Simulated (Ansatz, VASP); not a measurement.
**Zn8S7 in VASP and in Ansatz**

```
CELL_PARAMETERS angstrom
0.00000 0.00000 6.30464
-3.84407 -6.65812 0.00000
7.68813 0.00000 0.00000
ATOMIC_POSITIONS crystal
Zn 0.10753 0.16667 0.83333
Zn 0.98301 0.17192 0.33596
Zn 0.98301 0.66404 0.82808
Zn 0.98301 0.66404 0.33596
Zn 0.49803 0.33115 0.16230
Zn 0.49803 0.33115 0.66885
Zn 0.49297 0.83333 0.16667
Zn 0.49803 0.83770 0.66885
S 0.36499 0.16811 0.33406
S 0.36499 0.66594 0.83189
S 0.36499 0.66594 0.33406
S 0.87355 0.32580 0.15161
S 0.87355 0.32580 0.67420
S 0.86602 0.83333 0.16667
S 0.87355 0.84839 0.67420
```

Change from the starting cell: S vacancy (site b), charge +0, atoms relaxed at the host's cell.

Alike in both runs: functional PBE; k mesh 2 × 2 × 2; occupations gaussian, width 0.01 eV; no spin polarisation.

Ansatz relaxed the structure, and its values are those at the end. VASP's run is a single point on that final structure, the one shown.

```csv
,VASP,Ansatz
version,VASP 6.6.1,Ansatz 0.2.0
potentials or method,"VASP PAW PBE potentials, release 64 (Zn, S), cutoff 520 eV","scalar-relativistic, plane waves, PAW"
valence electrons in the cell,138,138
```

Ansatz gave:

| Property | Result |
| --- | --- |
| gap on the k mesh at the Fermi level (eV) | 1.27 |
| least direct gap on the mesh (eV) | 1.27 |
| rms of the force components (eV/Å) | 0.004 |

Question: What did VASP give for the same quantities?

Answer: gap on the k mesh at the Fermi level (eV): 1.27; least direct gap on the mesh (eV): 1.27; rms of the force components (eV/Å): 0.006.

The functional is the same, so the differences come from potentials, cutoffs and numerics.

The k mesh is coarse, so the values compare programs but aren't converged.
